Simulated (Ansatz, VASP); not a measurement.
One calculation of SiAs4, two programs

```xyz
5
Lattice="4.7448 0.0000 0.0000 0.0000 4.7448 0.0000 0.0000 0.0000 4.7448" Properties=species:S:1:pos:R:3 pbc="T T T"
Si    2.3724    2.3724    2.3724
As    0.0000    0.0000    0.0000
As    2.3724    2.3724    0.0000
As    2.3724    0.0000    2.3724
As    0.0000    2.3724    2.3724
```

Change from the starting cell: species swapped into the Mn4N type (Pm-3m, No. 221).

Alike in both runs: functional PBE; k mesh 8 × 8 × 8; occupations gaussian, width 0.1 eV; no spin polarisation.

Ansatz relaxed the structure, and its values are those at the end. VASP's run is a single point on that final structure, the one shown.

|  | VASP | Ansatz |
| --- | --- | --- |
| version | VASP 6.6.1 | Ansatz 0.2.0 |
| potentials or method | VASP PAW PBE potentials, release 64 (Si, As), cutoff 520 eV | scalar-relativistic, plane waves, PAW |
| valence electrons in the cell | 24 | 64 |

```tsv
	VASP	Ansatz	Ansatz less VASP
gap on the k mesh at the Fermi level (eV)	none	none	-
pressure (GPa)	0.1	0.0	-0.14
```

A gap of «none» marks a metal or a gap that the smearing closes. With one functional, cell and mesh, what is left measures potentials, basis and numerics. VASP's potentials hold 24 valence electrons a cell and Ansatz's 64, so a difference there can come from the potentials and not from the codes.
